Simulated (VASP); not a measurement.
Set up this calculation in VASP 6.6.1, as the native input.

| Property | Result |
| --- | --- |
| Task | single point |
| Functional | revPBE |
| Dispersion | D3(BJ) |
| Potentials or basis | VASP PAW PBE potentials, release 64 (Pb_d) |
| Cutoff | 520 eV |
| k mesh | 9 × 9 × 9 |
| Occupations | fermi-dirac, width 0.05 eV |
| Spin | no spin polarisation |
| Dipole correction | no |
| Further INCAR settings | ALGO = Fast; EDIFF = 1e-07; NBANDS = 13 |

The structure of Pb lies in POSCAR:

```
Pb
1.0
    0.0000000000      2.4244952108      2.4244952108
    2.4244952108      0.0000000000      2.4244952108
    2.4244952108      2.4244952108      0.0000000000
Pb
1
Direct
    0.0000000000      0.0000000000      0.0000000000
```

These files were run (other wordings do the same):

INCAR

```
SYSTEM = Pb
  PREC = Accurate
  ENCUT = 520
  EDIFF = 1E-7
  ISMEAR = -1
  SIGMA = 0.05
  LREAL = .False.
  LASPH = .True.
  NELM = 60
  ALGO = Fast
  ISIF = 2
  LWAVE = .False.
  LCHARG = .False.
  GGA = RE
  IVDW = 12
  NBANDS = 13
```

KPOINTS

```
Automatic mesh
0
Gamma
  9 9 9
  0 0 0
```

Potentials or basis: VASP PAW PBE potentials, release 64 (Pb_d).

Command:

```console
$ cat potpaw_PBE.64/Pb_d/POTCAR > POTCAR
$ mpirun -np 1 vasp_std > vasp.out
```

Results of the run:

| Quantity | Value |
| --- | --- |
| Pressure | 2.6 GPa |
| Band gap on the k mesh | zero (band 7 reaches 16.02 eV, above the bottom of band 8 at 6.41 eV) |
| Dispersion energy per atom | -0.783 eV |

Caveat: the PAW data sets were made with another functional, which shifts forces and pressure a little; spin-orbit coupling is left out, which moves the levels of the heavy elements; pairwise dispersion overbinds metals, which lowers pressure and volume.

Wall time 16 s on 1 thread of AMD EPYC 7R13 Processor (Zen 3) (shared host), peak memory 0.13 GiB.
